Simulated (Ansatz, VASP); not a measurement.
One calculation of Ti, two programs

POSCAR

```
Ti
1.0
    2.9500000000      0.0000000000      0.0000000000
   -1.4750000000      2.5547749412      0.0000000000
    0.0000000000      0.0000000000      4.6800000000
Ti
2
Direct
    0.6666666667      0.3333333333      0.7500000000
    0.3333333333      0.6666666667      0.2500000000
```

File INCAR.step1:

```
  PREC = Accurate
  ENCUT = 520
  ISMEAR = -1
  SIGMA = 0.05
  LREAL = F
  LASPH = T
  NELM = 80
  NBANDS = 19
  GGA = PE
  ALGO = Normal
  EDIFF = 1E-4
  LWAVE = T
  LCHARG = F
```

File INCAR.step2:

```
  PREC = Accurate
  ENCUT = 520
  EDIFF = 1E-6
  ISMEAR = -1
  SIGMA = 0.05
  LREAL = F
  LASPH = T
  NELM = 80
  ALGO = Normal
  ISIF = 2
  LWAVE = F
  LCHARG = F
  METAGGA = R2SCAN
  LMIXTAU = T
  IVDW = 13
  VDW_S6 = 1.0
  VDW_S8 = 0.6018749
  VDW_A1 = 0.51559235
  VDW_A2 = 5.77342911
  NBANDS = 19
  ISTART = 1
```

Contents of KPOINTS:

```
regular mesh
0
Gamma
  10 10 6
```

The input input.yaml:

```yaml
crystal:
  lattice:
    - [2.95, 0.0, 0.0]
    - [-1.475, 2.5547749412, 0.0]
    - [0.0, 0.0, 4.68]
  atoms:
    - { symbol: Ti, position: [0.6666666667, 0.3333333333, 0.75] }
    - { symbol: Ti, position: [0.3333333333, 0.6666666667, 0.25] }
hamiltonian:
  xc: r2scan
  pseudopotentials: { kind: paw }
  dispersion: d4
kpoints:
  mp_grid: { grid: [10, 10, 6] }
scf:
  occupations: { method: fermi_dirac, width: 0.05 }
output:
  forces: true
  stress: true
  eigenvalues: true
```

Alike in both runs: task single point; functional r2SCAN; dispersion D4; k mesh 10 × 10 × 6; occupations fermi-dirac, width 0.05 eV; no spin polarisation.

|  | VASP | Ansatz |
| --- | --- | --- |
| version | VASP 6.6.1 | Ansatz 0.2.0 |
| potentials or method | VASP PAW PBE potentials, release 64 (Ti_sv) | Ansatz PAW |
| plane-wave cutoff (eV) | 520 | 500 |
| valence electrons in the cell | 24 | 24 |

|  | VASP | Ansatz | Ansatz less VASP |
| --- | --- | --- | --- |
| gap on the k mesh at the Fermi level (eV) | none | none | - |
| pressure (GPa) | -2.3 | -2.7 | -0.35 |
| traceless stress, the component that is largest in VASP (GPa) | -0.40 | -0.41 | -0.010 |

VASP's potentials were made for PBE, not for r2SCAN. A gap of «none» marks a metal or a gap that the smearing closes.
